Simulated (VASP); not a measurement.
Wanted: the native input for a VASP 6.6.1 run.

- Task: single point
- Functional: PBE
- Potentials or basis: VASP PAW PBE potentials, release 64 (Ca_sv, Os)
- Cutoff: 520 eV
- k mesh: 12 × 12 × 12
- Occupations: gaussian, width 0.1 eV
- Spin: no spin polarisation
- Dipole correction: no
- Further INCAR settings: ALGO = Fast; EDIFF = 1e-07; NBANDS = 25

The structure of CaOs3 lies in POSCAR:

```
CaOs3
1.0
    4.0236109256      0.0000000000      0.0000000000
    0.0000000000      4.0236109256      0.0000000000
    0.0000000000      0.0000000000      4.0236109256
Ca Os
1 3
Direct
    0.0000000000      0.0000000000      0.0000000000
    0.0000000000      0.5000000000      0.5000000000
    0.5000000000      0.0000000000      0.5000000000
    0.5000000000      0.5000000000      0.0000000000
```

The input as run:

INCAR

```
PREC = Accurate ; ENCUT = 520
EDIFF = 1E-7 ; ISMEAR = 0
SIGMA = 0.1 ; LREAL = F
LASPH = T ; NELM = 60
ALGO = Fast ; ISIF = 2
LWAVE = F ; LCHARG = F
GGA = PE ; NBANDS = 25
```

KPOINTS

```
Automatic mesh
0
Gamma
  12 12 12
```

Potentials or basis: VASP PAW PBE potentials, release 64 (Ca_sv, Os).

Run with:

```sh
$ cat potpaw_PBE.64/Ca_sv/POTCAR potpaw_PBE.64/Os/POTCAR > POTCAR
$ mpirun -np 1 vasp_std > vasp.out
```

Results of the run:

```
Pressure               : 0.2 GPa
Band gap on the k mesh : zero (bands 17 and 18 overlap by 3.00 eV)
```

Caveat: spin-orbit coupling is left out, which moves the levels of the heavy elements.

Run time: 5.9 min on 1 thread of Oxide Virtual Turin-like Processor (shared host), peak memory 0.22 GiB.
